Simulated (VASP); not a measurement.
# Ti (P6_3/mmc) in VASP: a series of runs

Ti is run at these levels: PBEsol; tasks: single point.

Everything below comes from runs of VASP 6.6.1. Logs are shortened: lines on timing, memory, paths and dates and some standing lists are left out, and cuts for length are marked.

### Step 1. The cell of the first run

Symmetry: P6_3/mmc, No. 194, hexagonal system. The conventional cell has a = 2.817 Å, b = 2.817 Å, c = 4.686 Å, α = 90.00°, β = 90.00°, γ = 120.00°. Ti (site symmetry -6m2) has 12 Ti at 2.82 to 2.85 Å within 3.7 Å.

### Step 2. Single point, PBEsol (strain -0.0450 x Voigt [1, 1, 0, 0, 0, 0])

File INCAR:

```
SYSTEM = Ti
PREC = Accurate ; ENCUT = 520
EDIFF = 1E-6 ; ISMEAR = 0
SIGMA = 0.15 ; LREAL = .FALSE.
LASPH = .TRUE. ; NELM = 80
ALGO = Fast ; ISIF = 2
LWAVE = .FALSE. ; LCHARG = .FALSE.
GGA = PS ; NBANDS = 19
```

File KPOINTS:

```
Automatic mesh
0
G
  18 18 10
  0 0 0
```

File POSCAR:

```
Ti
1.0
    2.8172479567      0.0000000000      0.0000000000
   -1.4086239783      2.4398082992      0.0000000000
    0.0000000000      0.0000000000      4.6860000000
Ti
2
Direct
    0.3333333333      0.6666666667      0.2500000000
    0.6666666667      0.3333333333      0.7500000000
```

Potentials or basis: VASP PAW PBE potentials, release 64 (Ti_sv).

On the command line:

```bash
$ cat potpaw_PBE.64/Ti_sv/POTCAR > POTCAR
$ mpirun -np 1 vasp_std > vasp.out
```

OUTCAR:

```text
SYSTEM = Ti
   PREC = Accurate
   ENCUT = 520
   EDIFF = 1E-6
   ISMEAR = 0
   LREAL = .FALSE.
   LASPH = .TRUE.
   NELM = 80
   ISIF = 2
   GGA = PS

 ion  position               nearest neighbor table
   1  0.333  0.667  0.250-   2 2.85   2 2.85   2 2.85   2 2.85   2 2.85   2 2.85
   2  0.667  0.333  0.750-   1 2.85   1 2.85   1 2.85   1 2.85   1 2.85   1 2.85

  LATTYP: Found a hexagonal cell.
 ALAT       =     2.8172479567
 C/A-ratio  =     1.6633253700

  Lattice vectors:

 A1 = (   2.8172479567,   0.0000000000,   0.0000000000)
 A2 = (  -1.4086239783,   2.4398082992,   0.0000000000)
 A3 = (   0.0000000000,   0.0000000000,   4.6860000000)

Analysis of symmetry for initial positions (statically):
=====================================================================
 Subroutine PRICEL returns:
 Original cell was already a primitive cell.

 Routine SETGRP: Setting up the symmetry group for a
 hexagonal supercell.

 Subroutine GETGRP returns: Found 24 space group operations
 (whereof 12 operations were pure point group operations)
 out of a pool of 24 trial point group operations.

The static configuration has the point symmetry D_3d.
 The point group associated with its full space group is D_6h.

Analysis of symmetry for dynamics (positions and initial velocities):
=====================================================================
 Subroutine PRICEL returns:
 Original cell was already a primitive cell.

 Routine SETGRP: Setting up the symmetry group for a
 hexagonal supercell.

 Subroutine GETGRP returns: Found 24 space group operations
 (whereof 12 operations were pure point group operations)
 out of a pool of 24 trial point group operations.

The dynamic configuration has the point symmetry D_3d.
 The point group associated with its full space group is D_6h.

 Subroutine INISYM returns: Found 24 space group operations
 (whereof 12 operations are pure point group operations),
 and found     1 'primitive' translations

----------------------------------------------------------------------------------------

                                     Primitive cell

  volume of cell :      32.2094

  direct lattice vectors                    reciprocal lattice vectors
     2.817247957  0.000000000  0.000000000     0.354956332  0.204934134  0.000000000
    -1.408623978  2.439808299  0.000000000     0.000000000  0.409868267  0.000000000
     0.000000000  0.000000000  4.686000000     0.000000000  0.000000000  0.213401622

  length of vectors
[... 75 lines left out ...]
   ICHARG =      2    charge: 1-file 2-atom 10-const
   ISPIN  =      1    spin polarized calculation?
   LNONCOLLINEAR =      F non collinear calculations
   LSORBIT =      F    spin-orbit coupling
   LASPH  =      T    aspherical Exc in radial PAW
   ENCUT  =  520.0 eV  38.22 Ry    6.18 a.u.   5.24  5.24  8.71*2*pi/ulx,y,z
   NELM   =     80;   NELMIN=  2; NELMDL= -5     # of ELM steps
   EDIFF  = 0.1E-05   stopping-criterion for ELM
   LREAL  =      F    real-space projection
   EDIFFG = 0.1E-04   stopping-criterion for IOM
   NSW    =      0    number of steps for IOM
   IBRION =     -1    ionic relax: 0-MD 1-quasi-New 2-CG
   NFREE  =      0    steps in history (QN), initial steepest desc. (CG)
   ISIF   =      2    stress and relaxation
   ISYM   =      2    0-nonsym 1-usesym 2-fastsym
   POTIM  = 0.5000    time-step for ionic-motion
   TEBEG  =    0.0;   TEEND  =   0.0 temperature during run
   PSTRESS=    0.0 pullay stress
   NELECT =      24.0000    total number of electrons
   NUPDOWN=      -1.0000    fix difference up-down
   EMIN   =  10.00;   EMAX   =-10.00  energy-range for DOS
   EFERMI =   0.00;   METHOD = LEGACY
   ISMEAR =     0;   SIGMA  =   0.15  broadening in eV -4-tet -1-fermi 0-gaus
   EFERMI_NEDOS =   21; number of points for ismear=-14 and -15
   IALGO  =     68    algorithm
   IMIX   =      4    mixing-type and parameters
     AMIX     =   0.40;   BMIX     =  1.00
     AMIX_MAG =   1.60;   BMIX_MAG =  1.00
  volume/ion in A,a.u.               =      16.10       108.68
  Fermi-wavevector in a.u.,A,eV,Ry     =   1.484172  2.804678 29.970457  2.202766
  Thomas-Fermi vector in A             =   2.597742
   LORBIT       =      0    0 simple, 1 ext, 2 COOP (PROOUT), +10 PAW based schemes
   GGA     = PS    functional components
   LHFCALC =     F    Hartree Fock is set to
   AEXX    =    0.0000 exact exchange contribution
   IVDW    =     0    specifies the selected vdW correction
   LEPSILON=     F    determine dielectric tensor
   LRPA    =     F    only Hartree local field effects (RPA)
 non-spin polarized calculation
 RMM-DIIS sequential band-by-band and
 Gauss-broadening in eV      SIGMA  =   0.15
  energy-cutoff  :      520.00
  volume of cell :       32.21
 maximum number of plane-waves:       882
 NGX is ok and might be reduce to    24
   NGX = 11   NGY = 11   NGZ = 17

 number of electron      23.9999999 magnetization

 Free energy of the ion-electron system (eV)
  ---------------------------------------------------
  ext. energy  EPLUGINS =         0.00000000
  ---------------------------------------------------
  free energy    TOTEN  =       -16.65501956 eV

  energy without entropy =      -16.63184696  energy(sigma->0) =      -16.64343326

 E-fermi :   9.0074     XC(G=0): -12.0005

 val. band max:        9.0065821881   @ k =   0.1667   0.0556   0.3000
 cond. band min:       9.0116566982   @ k =   0.1667   0.0000   0.0000
 fundamental gap:      0.0050745100
 Fermi energy:         9.0073539873

 k-point     1 :       0.0000    0.0000    0.0000
  band No.  band energies     occupation
      1     -47.4600      2.00000
      2     -47.3024      2.00000
      3     -24.1979      2.00000
      4     -23.3815      2.00000
      5     -23.3815      2.00000
      6     -23.3695      2.00000
[... 505 lines left out ...]
      6     -23.6186      2.00000
[... 11 lines left out ...]
     18      12.8161      0.00000
     19      13.8532      0.00000

 [... further k-points ...]
[... 5 lines left out ...]
  --------------------------------------------------------------------------------------
  -------------------------------------------------------------------------------------
  Total        1.2556820      1.2556820      0.1187979      0.0000000      0.0000000      0.0000000
  in kB       62.4607492     62.4607492      5.9093026      0.0000000      0.0000000      0.0000000
  external PRESSURE =      43.6102670 kB  Pullay stress =       0.0000000 kB

 VOLUME and BASIS-vectors are now :
 -----------------------------------------------------------------------------
  energy-cutoff  :      520.00
  volume of cell :       32.21
      direct lattice vectors                 reciprocal lattice vectors
     2.817247957  0.000000000  0.000000000     0.354956332  0.204934134  0.000000000
    -1.408623978  2.439808299  0.000000000     0.000000000  0.409868267  0.000000000
     0.000000000  0.000000000  4.686000000     0.000000000  0.000000000  0.213401622

 POSITION                                       TOTAL-FORCE (eV/Angst)
 -----------------------------------------------------------------------------------
     -0.00000      1.62654      1.17150         0.000000      0.000000      0.000000
      1.40862      0.81327      3.51450        -0.000000      0.000000      0.000000
 -----------------------------------------------------------------------------------
    total drift:                               -0.000000      0.000000     -0.000000

  FREE ENERGIE OF THE ION-ELECTRON SYSTEM (eV)
  ---------------------------------------------------
  free  energy   TOTEN  =       -16.6550195556 eV

  energy  without entropy=      -16.6318469619  energy(sigma->0) =      -16.64343326
```

OSZICAR:

```text
N       E                     dE             d eps       ncg     rms          rms(c)
DAV:   1     0.262107441640E+03    0.26211E+03   -0.13062E+04  8436   0.160E+03
DAV:   2     0.115951799230E+02   -0.25051E+03   -0.24630E+03  8670   0.441E+02
DAV:   3    -0.174918808470E+02   -0.29087E+02   -0.28702E+02 15479   0.124E+02
[... 29 lines left out ...]
RMM:  33    -0.166550150604E+02   -0.19964E-05   -0.24080E-05  7911   0.161E-02    0.114E-03
RMM:  34    -0.166550165760E+02   -0.15157E-05   -0.17836E-05  8451   0.169E-02    0.241E-03
RMM:  35    -0.166550177752E+02   -0.11992E-05   -0.15002E-05  7768   0.137E-02    0.165E-03
RMM:  36    -0.166550187950E+02   -0.10197E-05   -0.12593E-05  7449   0.124E-02    0.105E-03
RMM:  37    -0.166550195556E+02   -0.76062E-06   -0.97491E-06  7307   0.115E-02
   1 F= -.16655020E+02 E0= -.16643433E+02  d E =-.231726E-01
```

It took 7.1 min on 1 thread of Intel Xeon 8259CL, shared host; peak memory 0.24 GiB.

Results:

```
Free energy            : -16.6550 eV
Pressure               : 4.4 GPa
Band gap on the k mesh : zero (bands 12 and 13 overlap by 0.96 eV)
```

Levels at points of the mesh, in eV from the Fermi level:
| k point | band 8 | band 9 | band 10 | band 11 | band 12 | band 13 | band 14 | band 15 | band 16 | band 17 |
| --- | --- | --- | --- | --- | --- | --- | --- | --- | --- | --- |
| (0.00, 0.00, 0.00) | -32.29 | -6.36 | -2.89 | 0.56 | 0.64 | 0.89 | 0.89 | 1.36 | 1.36 | 2.04 |
| (0.50, 0.00, 0.00) | -32.41 | -2.39 | -2.35 | -2.10 | -0.31 | 0.51 | 0.77 | 1.12 | 3.85 | 3.90 |
| (0.00, 0.00, 0.50) | -32.34 | -4.51 | -4.51 | -0.10 | -0.10 | 0.86 | 0.86 | 0.86 | 0.86 | 3.10 |
| (0.50, 0.00, 0.50) | -32.50 | -2.75 | -2.75 | -1.00 | -1.00 | 1.63 | 1.63 | 2.04 | 2.04 | 4.02 |

Caveat: the cell differs from its parent crystal (strain -0.0450 x Voigt [1, 1, 0, 0, 0, 0]); the stress differs along the axes, from 1 to 6 GPa; the PAW data sets were made with another functional, which shifts forces and pressure a little.

### Step 3. Single point, PBEsol (strain -0.0300 x Voigt [1, 1, 0, 0, 0, 0])

File INCAR:

```
SYSTEM = Ti
ALGO = Fast
EDIFF = 1E-6
ENCUT = 520
GGA = PS
ISIF = 2
ISMEAR = 0
LASPH = .True.
LCHARG = .True.
LELF = .True.
LREAL = .False.
LVHAR = .True.
LWAVE = .False.
NBANDS = 19
NELM = 100
PREC = Accurate
SIGMA = 0.15
```

File KPOINTS:

```
k-points
0
Gamma
  18 18 10
  0 0 0
```

File POSCAR:

```
Ti
1.0
    2.8614979246      0.0000000000      0.0000000000
   -1.4307489623      2.4781298956      0.0000000000
    0.0000000000      0.0000000000      4.6860000000
Ti
2
Direct
    0.3333333333      0.6666666667      0.2500000000
    0.6666666667      0.3333333333      0.7500000000
```

Potentials or basis: VASP PAW PBE potentials, release 64 (Ti_sv).

On the command line:

```bash
$ cat potpaw_PBE.64/Ti_sv/POTCAR > POTCAR
$ mpirun -np 1 vasp_std > vasp.out
```

OUTCAR:

```text
SYSTEM = Ti
   EDIFF = 1E-6
   ENCUT = 520
   GGA = PS
   ISIF = 2
   ISMEAR = 0
   LASPH = .True.
   LREAL = .False.
   NELM = 100
   PREC = Accurate

 ion  position               nearest neighbor table
   1  0.333  0.667  0.250-   2 2.87   2 2.87   2 2.87   2 2.87   2 2.87   2 2.87
   2  0.667  0.333  0.750-   1 2.87   1 2.87   1 2.87   1 2.87   1 2.87   1 2.87

  LATTYP: Found a hexagonal cell.
 ALAT       =     2.8614979246
 C/A-ratio  =     1.6376038437

  Lattice vectors:

 A1 = (   2.8614979246,   0.0000000000,   0.0000000000)
 A2 = (  -1.4307489623,   2.4781298956,   0.0000000000)
[... 193 lines left out ...]
      5     -23.8304      2.00000
      6     -23.7995      2.00000
[... 505 lines left out ...]
      6     -24.0385      2.00000
[... 11 lines left out ...]
     18      12.2978      0.00000
     19      13.2719      0.00000

 [... further k-points ...]
[... 5 lines left out ...]
  --------------------------------------------------------------------------------------
  -------------------------------------------------------------------------------------
  Total        0.3495106      0.3495106     -0.4542742      0.0000000     -0.0000000      0.0000000
  in kB       16.8519902     16.8519902    -21.9032670      0.0000000     -0.0000000      0.0000000
  external PRESSURE =       3.9335712 kB  Pullay stress =       0.0000000 kB

 VOLUME and BASIS-vectors are now :
 -----------------------------------------------------------------------------
  energy-cutoff  :      520.00
  volume of cell :       33.23
      direct lattice vectors                 reciprocal lattice vectors
     2.861497925  0.000000000  0.000000000     0.349467316  0.201765049  0.000000000
    -1.430748962  2.478129896  0.000000000     0.000000000  0.403530098  0.000000000
     0.000000000  0.000000000  4.686000000     0.000000000  0.000000000  0.213401622

 POSITION                                       TOTAL-FORCE (eV/Angst)
 -----------------------------------------------------------------------------------
     -0.00000      1.65209      1.17150         0.000000     -0.000000      0.000000
      1.43075      0.82604      3.51450        -0.000000      0.000000      0.000000
 -----------------------------------------------------------------------------------
    total drift:                               -0.000000      0.000000     -0.000000

  FREE ENERGIE OF THE ION-ELECTRON SYSTEM (eV)
  ---------------------------------------------------
  free  energy   TOTEN  =       -16.6805752467 eV

  energy  without entropy=      -16.6572205220  energy(sigma->0) =      -16.66889788
```

It took 7.4 min on 1 thread of Intel Xeon 8259CL, shared host; peak memory 0.24 GiB.

What came out:

```
Free energy            : -16.6806 eV
Pressure               : 0.4 GPa
Band gap on the k mesh : zero (bands 12 and 13 overlap by 1.04 eV)
```

Stress tensor (GPa, compression positive):
```
 1.69  0.00  0.00
 0.00  1.69  0.00
 0.00  0.00 -2.19
```

Caveat: the cell differs from its parent crystal (strain -0.0300 x Voigt [1, 1, 0, 0, 0, 0]); the PAW data sets were made with another functional, which shifts forces and pressure a little.

[end of part 1 of 2]
